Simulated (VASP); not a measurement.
# Pt (Fm-3m) in VASP: a series of runs

The runs below take Pt through single point, with LDA.

All numbers are computed with VASP 6.6.1; they aren't measurements. Logs are shortened: lines on timing, memory, paths and dates and some standing lists are left out, and cuts for length are marked.

## 1. The cell of the first run

It takes space group Fm-3m (No. 225, cubic). The conventional cell has a = 3.894 Å, b = 3.894 Å, c = 3.894 Å, α = 90.00°, β = 90.00°, γ = 90.00°. Within 3.6 Å of Pt (site symmetry m-3m) lie 12 Pt at 2.75 Å.

## 2. Single point, LDA

The input, INCAR:

```
SYSTEM = Pt
PREC = Accurate
ENCUT = 520
EDIFF = 1E-7
ISMEAR = 0
SIGMA = 0.15
LREAL = .FALSE.
LASPH = .TRUE.
NELM = 60
ALGO = Normal
ISIF = 2
LWAVE = .FALSE.
LCHARG = .TRUE.
LELF = .TRUE.
LVHAR = .TRUE.
NBANDS = 11
```

The input, KPOINTS:

```
regular mesh
0
G
  20 20 20
  0 0 0
```

The input, POSCAR:

```
Pt
1.0
    0.0000000000      1.9467672884      1.9467672884
    1.9467672884      0.0000000000      1.9467672884
    1.9467672884      1.9467672884      0.0000000000
Pt
1
Direct
    0.0000000000      0.0000000000      0.0000000000
```

Potentials or basis: VASP PAW LDA potentials, release 64 (Pt).

Command:

```bash
cat potpaw_LDA.64/Pt/POTCAR > POTCAR
mpirun -np 1 vasp_std > vasp.out
```

OUTCAR:

```text
SYSTEM = Pt
   PREC = Accurate
   ENCUT = 520
   EDIFF = 1E-7
   ISMEAR = 0
   LREAL = .FALSE.
   LASPH = .TRUE.
   NELM = 60
   ISIF = 2

 ion  position               nearest neighbor table
   1  0.000  0.000  0.000-

  LATTYP: Found a face centered cubic cell.
 ALAT       =     3.8935345768

  Lattice vectors:

 A1 = (   0.0000000000,   1.9467672884,   1.9467672884)
 A2 = (   1.9467672884,   0.0000000000,   1.9467672884)
 A3 = (   1.9467672884,   1.9467672884,   0.0000000000)

Analysis of symmetry for initial positions (statically):
=====================================================================
 Subroutine PRICEL returns:
 Original cell was already a primitive cell.

 Routine SETGRP: Setting up the symmetry group for a
 face centered cubic supercell.

 Subroutine GETGRP returns: Found 48 space group operations
 (whereof 48 operations were pure point group operations)
 out of a pool of 48 trial point group operations.

The static configuration has the point symmetry O_h .

Analysis of symmetry for dynamics (positions and initial velocities):
=====================================================================
 Subroutine PRICEL returns:
 Original cell was already a primitive cell.

 Routine SETGRP: Setting up the symmetry group for a
 face centered cubic supercell.

 Subroutine GETGRP returns: Found 48 space group operations
 (whereof 48 operations were pure point group operations)
 out of a pool of 48 trial point group operations.

The dynamic configuration has the point symmetry O_h .

 Subroutine INISYM returns: Found 48 space group operations
 (whereof 48 operations are pure point group operations),
 and found     1 'primitive' translations

----------------------------------------------------------------------------------------

                                     Primitive cell

  volume of cell :      14.7561

  direct lattice vectors                    reciprocal lattice vectors
     0.000000000  1.946767288  1.946767288    -0.256836039  0.256836039  0.256836039
     1.946767288  0.000000000  1.946767288     0.256836039 -0.256836039  0.256836039
     1.946767288  1.946767288  0.000000000     0.256836039  0.256836039 -0.256836039

  length of vectors
     2.753144702  2.753144702  2.753144702     0.444853069  0.444853069  0.444853069

  position of ions in fractional coordinates (direct lattice)
     0.000000000  0.000000000  0.000000000

  ion indices of the primitive-cell ions
   primitive index   ion index
                 1           1

----------------------------------------------------------------------------------------

 KPOINTS: regular mesh

Automatic generation of k-mesh.
 Grid dimensions read from file:
 generate k-points for:   20   20   20

 Generating k-lattice:

  Cartesian coordinates                     Fractional coordinates (reciprocal lattice)
    -0.012841802  0.012841802  0.012841802     0.050000000  0.000000000  0.000000000
     0.012841802 -0.012841802  0.012841802     0.000000000  0.050000000  0.000000000
     0.012841802  0.012841802 -0.012841802     0.000000000  0.000000000  0.050000000

  Length of vectors
     0.022242653  0.022242653  0.022242653

  Shift w.r.t. Gamma in fractional coordinates (k-lattice)
     0.000000000  0.000000000  0.000000000

 Subroutine IBZKPT returns following result:
 ===========================================

 Found    256 irreducible k-points:

 Following reciprocal coordinates:
            Coordinates               Weight
  0.000000  0.000000  0.000000      1.000000
  0.050000  0.000000  0.000000      8.000000
  0.100000  0.000000  0.000000      8.000000
  0.150000  0.000000  0.000000      8.000000
  0.200000  0.000000  0.000000      8.000000
  0.250000  0.000000  0.000000      8.000000
[... 16 lines left out ...]
 -0.400000  0.050000  0.000000     24.000000
 -0.350000  0.050000  0.000000     24.000000
 [... further k-points ...]
   k-points           NKPTS =    256   k-points in BZ     NKDIM =    256   number of bands    NBANDS=     11
   number of dos      NEDOS =    301   number of ions     NIONS =      1
   total plane-waves  NPLWV =   8000
   dimension x,y,z NGX =    20 NGY =   20 NGZ =   20
   dimension x,y,z NGXF=    40 NGYF=   40 NGZF=   40
   ions per type =               1
   NGX,Y,Z   is equivalent  to a cutoff of  12.08, 12.08, 12.08 a.u.
   NGXF,Y,Z  is equivalent  to a cutoff of  24.15, 24.15, 24.15 a.u.
 SYSTEM =  Pt
   PREC   = accura    normal or accurate (medium, high low for compatibility)
   ISTART =      0    job   : 0-new  1-cont  2-samecut
   ICHARG =      2    charge: 1-file 2-atom 10-const
   ISPIN  =      1    spin polarized calculation?
   LNONCOLLINEAR =      F non collinear calculations
   LSORBIT =      F    spin-orbit coupling
   LASPH  =      T    aspherical Exc in radial PAW
   ENCUT  =  520.0 eV  38.22 Ry    6.18 a.u.   5.12  5.12  5.12*2*pi/ulx,y,z
   NELM   =     60;   NELMIN=  2; NELMDL= -5     # of ELM steps
   EDIFF  = 0.1E-06   stopping-criterion for ELM
   LREAL  =      F    real-space projection
   EDIFFG = 0.1E-05   stopping-criterion for IOM
   NSW    =      0    number of steps for IOM
   IBRION =     -1    ionic relax: 0-MD 1-quasi-New 2-CG
   NFREE  =      0    steps in history (QN), initial steepest desc. (CG)
   ISIF   =      2    stress and relaxation
   ISYM   =      2    0-nonsym 1-usesym 2-fastsym
   POTIM  = 0.5000    time-step for ionic-motion
   TEBEG  =    0.0;   TEEND  =   0.0 temperature during run
   PSTRESS=    0.0 pullay stress
   NELECT =      10.0000    total number of electrons
   NUPDOWN=      -1.0000    fix difference up-down
   EMIN   =  10.00;   EMAX   =-10.00  energy-range for DOS
   EFERMI =   0.00;   METHOD = LEGACY
   ISMEAR =     0;   SIGMA  =   0.15  broadening in eV -4-tet -1-fermi 0-gaus
   EFERMI_NEDOS =   21; number of points for ismear=-14 and -15
   IALGO  =     38    algorithm
   IMIX   =      4    mixing-type and parameters
     AMIX     =   0.40;   BMIX     =  1.00
     AMIX_MAG =   1.60;   BMIX_MAG =  1.00
  volume/ion in A,a.u.               =      14.76        99.58
  Fermi-wavevector in a.u.,A,eV,Ry     =   1.437973  2.717375 28.133677  2.067767
  Thomas-Fermi vector in A             =   2.556992
   LORBIT       =      0    0 simple, 1 ext, 2 COOP (PROOUT), +10 PAW based schemes
   GGA     = CA    functional components
   LHFCALC =     F    Hartree Fock is set to
   AEXX    =    0.0000 exact exchange contribution
   IVDW    =     0    specifies the selected vdW correction
   LEPSILON=     F    determine dielectric tensor
   LRPA    =     F    only Hartree local field effects (RPA)
 non-spin polarized calculation
 Gauss-broadening in eV      SIGMA  =   0.15
  energy-cutoff  :      520.00
  volume of cell :       14.76
 maximum number of plane-waves:       415
   NGX = 11   NGY = 11   NGZ = 11

 number of electron      10.0000000 magnetization

 Free energy of the ion-electron system (eV)
  ---------------------------------------------------
  ext. energy  EPLUGINS =         0.00000000
  ---------------------------------------------------
  free energy    TOTEN  =        -7.51594019 eV

  energy without entropy =       -7.49700401  energy(sigma->0) =       -7.50647210

 E-fermi :  11.5784     XC(G=0): -13.8137

 val. band max:       11.5723855017   @ k =  -0.4500   0.1000   0.0500
 cond. band min:      11.5798376444   @ k =  -0.4000   0.3500   0.1000
 fundamental gap:      0.0074521427
 Fermi energy:        11.5783955963

 k-point     1 :       0.0000    0.0000    0.0000
  band No.  band energies     occupation
      1       1.0761      2.00000
      2       7.6149      2.00000
      3       7.6149      2.00000
      4       7.6149      2.00000
      5       9.8873      2.00000
      6       9.8873      2.00000
      7      26.1249      0.00000
      8      31.1705      0.00000
      9      31.1705      0.00000
     10      31.1705      0.00000
     11      36.7031      0.00000

 k-point     2 :       0.0500    0.0000    0.0000
  band No.  band energies     occupation
      1       1.1795      2.00000
      2       7.5671      2.00000
      3       7.6570      2.00000
      4       7.6570      2.00000
      5       9.8626      2.00000
      6       9.8626      2.00000
      7      26.2906      0.00000
      8      30.6251      0.00000
      9      31.3327      0.00000
     10      31.3327      0.00000
     11      37.3224      0.00000

 k-point     3 :       0.1000    0.0000    0.0000
  band No.  band energies     occupation
      1       1.4819      2.00000
      2       7.4408      2.00000
      3       7.7708      2.00000
      4       7.7708      2.00000
      5       9.8054      2.00000
      6       9.8054      2.00000
      7      26.7526      0.00000
      8      29.4264      0.00000
      9      31.8080      0.00000
     10      31.8080      0.00000
     11      38.3547      0.00000

 k-point     4 :       0.1500    0.0000    0.0000
  band No.  band energies     occupation
      1       1.9572      2.00000
      2       7.2850      2.00000
      3       7.9139      2.00000
      4       7.9139      2.00000
      5       9.7673      2.00000
      6       9.7673      2.00000
      7      27.3908      0.00000
      8      28.0273      0.00000
      9      32.5606      0.00000
     10      32.5606      0.00000
     11      37.3440      0.00000
[... 239 lines left out ...]
 k-point    22 :      -0.4500    0.0500    0.0000
  band No.  band energies     occupation
      1       4.0621      2.00000
      2       7.5084      2.00000
      3       7.6325      2.00000
      4      10.2034      2.00000
      5      11.4942      1.57263
      6      12.2826      0.00000
      7      17.8332      0.00000
      8      25.9045      0.00000
      9      30.2877      0.00000
     10      30.8180      0.00000
     11      39.8601      0.00000

 k-point    23 :      -0.4000    0.0500    0.0000
  band No.  band energies     occupation
      1       4.0609      2.00000
      2       7.5834      2.00000
      3       7.6879      2.00000
      4       9.5293      2.00000
      5      11.1841      1.99980
      6      11.8909      0.00322
      7      19.1050      0.00000
      8      26.1699      0.00000
      9      30.5830      0.00000
     10      31.6223      0.00000
     11      38.6889      0.00000

 k-point    24 :      -0.3500    0.0500    0.0000
  band No.  band energies     occupation
      1       4.0124      2.00000
      2       7.6997      2.00000
      3       7.7915      2.00000
      4       8.5843      2.00000
      5      10.7567      2.00000
      6      11.4393      1.81043
      7      20.8440      0.00000
      8      26.6568      0.00000
      9      31.2615      0.00000
     10      32.8444      0.00000
     11      37.1298      0.00000

 [... further k-points ...]

------------------------ aborting loop because EDIFF is reached ----------------------------------------

  FORCE on cell =-STRESS in cart. coord.  units (eV):
  Direction    XX          YY          ZZ          XY          YZ          ZX
  --------------------------------------------------------------------------------------
  -------------------------------------------------------------------------------------
  Total        0.0839021      0.0839021      0.0839021      0.0000000      0.0000000      0.0000000
  in kB        9.1098484      9.1098484      9.1098484      0.0000000      0.0000000      0.0000000
  external PRESSURE =       9.1098484 kB  Pullay stress =       0.0000000 kB

 VOLUME and BASIS-vectors are now :
 -----------------------------------------------------------------------------
  energy-cutoff  :      520.00
  volume of cell :       14.76
      direct lattice vectors                 reciprocal lattice vectors
     0.000000000  1.946767288  1.946767288    -0.256836039  0.256836039  0.256836039
     1.946767288  0.000000000  1.946767288     0.256836039 -0.256836039  0.256836039
     1.946767288  1.946767288  0.000000000     0.256836039  0.256836039 -0.256836039

 POSITION                                       TOTAL-FORCE (eV/Angst)
 -----------------------------------------------------------------------------------
      0.00000      0.00000      0.00000         0.000000      0.000000      0.000000
 -----------------------------------------------------------------------------------
    total drift:                                0.000000      0.000000      0.000000

  FREE ENERGIE OF THE ION-ELECTRON SYSTEM (eV)
  ---------------------------------------------------
  free  energy   TOTEN  =        -7.5159401895 eV

  energy  without entropy=       -7.4970040059  energy(sigma->0) =       -7.50647210
```

Wall time 12 s (1 thread of Intel Xeon 6975P-C (Granite Rapids), shared host); peak memory 0.15 GiB.

Results:

- Free energy: -7.5159 eV
- Pressure: 0.9 GPa
- Band gap on the k mesh: zero (band 5 reaches 12.09 eV, above the bottom of band 6 at 9.77 eV)

Levels at points of the mesh, in eV from the Fermi level:
```
           k point  band 2  band 3  band 4  band 5  band 6  band 7  band 8  band 9
(0.00, 0.00, 0.00)   -3.96   -3.96   -3.96   -1.69   -1.69   14.55   19.59   19.59
(0.50, 0.00, 0.00)   -4.02   -4.02   -0.58    0.04    0.04    5.99   14.12   19.03
(0.50, 0.50, 0.00)   -6.89    0.02    0.51    0.51    1.71    9.10   11.40   11.40
```

Caveat: spin-orbit coupling is left out, which moves the levels of the heavy elements.

(Part 1 of 2 ends here.)
